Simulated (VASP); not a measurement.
Input of a VASP 6.6.1 run:

INCAR

```
SYSTEM = Ni
PREC = Accurate
ENCUT = 600
EDIFF = 1E-7
ISMEAR = -1
SIGMA = 0.1
LREAL = .False.
LASPH = .True.
NELM = 200
ALGO = Normal
ISIF = 3
LWAVE = .False.
LCHARG = .False.
ISPIN = 2
MAGMOM = 1.5
LORBIT = 11
LMAXMIX = 4
GGA = PS
IBRION = 2
NSW = 80
EDIFFG = -0.01
PSTRESS = 100.0
GGA_COMPAT = .False.
NELMIN = 4
```

The input KPOINTS:

```
Automatic mesh
0
Gamma
  8 8 8
  0 0 0
```

Contents of POSCAR:

```
Ni
1.0
    0.0000000000      1.7600000000      1.7600000000
    1.7600000000      0.0000000000      1.7600000000
    1.7600000000      1.7600000000      0.0000000000
Ni
1
Direct
    0.0000000000      0.0000000000      0.0000000000
```

Potentials or basis: VASP PAW PBE potentials, release 64 (Ni).

The run is started by

```bash
$ cat potpaw_PBE.64/Ni/POTCAR > POTCAR
$ mpirun -np 1 vasp_std > vasp.out
```

(1) Estimate the relaxed volume.

(2) What does it give for the net moment?

(3) Predict the relaxed cell.

Results:

(1) 10.01 Å³/atom.

(2) 0.69 μB per cell.

(3) a = 2.419 Å, b = 2.419 Å, c = 2.419 Å, α = 60.00°, β = 60.00°, γ = 60.00°.

Caveat: the k points lie up to 0.40 Å⁻¹ apart in the final cell; the cell is relaxed towards a set pressure, so the run minimises the enthalpy, not the energy; the PAW data sets were made with another functional, which shifts forces and pressure a little.
